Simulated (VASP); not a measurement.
## ZnSe: vibrations by perturbation theory with PBE

Crystal: ZnSe.

```xyz
2
Lattice="0.0000 2.5870 2.5870 2.5870 0.0000 2.5870 2.5870 2.5870 0.0000" Properties=species:S:1:pos:R:3 pbc="T T T"
Zn    0.0000    0.0000    0.0000
Se    3.8806    3.8806    3.8806
```

```
Program                : VASP 6.6.1
Task                   : vibrations by perturbation theory
Functional             : PBE
Potentials or basis    : VASP PAW PBE potentials, release 64 (Zn, Se)
Cutoff                 : 520 eV
k mesh                 : 10 × 10 × 10
Occupations            : gaussian, width 0.01 eV
Spin                   : no spin polarisation
Dipole correction      : no
Further INCAR settings : ALGO = Normal; EDIFF = 1e-08; IBRION = 8; NSW = 1
```

* Electronic dielectric tensor (diagonal): 7.09
* Born charges (mean of the diagonal): Zn +1.63; Se -1.63 e
* Highest phonon frequency at Γ, LO-TO splitting left out: 318 cm⁻¹

Phonon frequencies in cm⁻¹ (negative: imaginary):
```csv
q point,frequencies
"(0.000, 0.000, 0.000)",0 0 0 318 318 318
```

Electronic dielectric tensor:
```
7.09 0.00 0.00
0.00 7.09 0.00
0.00 0.00 7.09
```

Born effective charge tensors (e):
atom 1, Zn
```
1.63 0.00 0.00
0.00 1.63 0.00
0.00 0.00 1.63
```
atom 2, Se
```
-1.63  0.00  0.00
 0.00 -1.63  0.00
 0.00  0.00 -1.63
```

It took 4.5 min on 1 thread of Intel(R) Xeon(R) 6975P-C (Granite Rapids), with other jobs on the host, peak memory 0.35 GiB.

Caveat: the cell stands under pressure or tension, which shifts response properties.
